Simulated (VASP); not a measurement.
NbB2: single point with LDA

The system is NbB2.

```
Nb B
1.0
     3.07345    0.00000    0.00000
    -1.53672    2.66168    0.00000
     0.00000    0.00000    3.27742
Nb B
1 2
Cartesian
  0.0000 0.0000 0.0000
  0.0000 1.7745 1.6387
  1.5367 0.8872 1.6387
```

```json
{
 "Program": "VASP 6.6.1",
 "Task": "single point",
 "Functional": "LDA",
 "Potentials or basis": "VASP PAW LDA potentials, release 64 (Nb_sv, B)",
 "Cutoff": "520 eV",
 "k mesh": "15 × 15 × 12",
 "Occupations": "gaussian, width 0.1 eV",
 "Spin": "no spin polarisation"
}
```

- Pressure: 0.1 GPa

Stress tensor (GPa, compression positive):
```
 0.11  0.00  0.00
 0.00  0.11  0.00
 0.00  0.00 -0.07
```

Levels at points of the mesh, in eV from the Fermi level:
```tsv
k point	band 6	band 7	band 8	band 9	band 10	band 11	band 12	band 13
(0.00, 0.00, 0.00)	-4.47	-4.47	-4.42	-3.15	1.30	1.30	3.22	3.22
(0.00, 0.00, 0.50)	-8.71	-2.06	-2.06	-1.86	-1.86	-1.23	-1.23	0.70
```

It took 100 s on 1 thread of Intel(R) Xeon(R) Platinum 8259CL CPU @ 2.50GHz (Skylake/Cascade Lake), with other jobs on the host, peak memory 0.19 GiB.
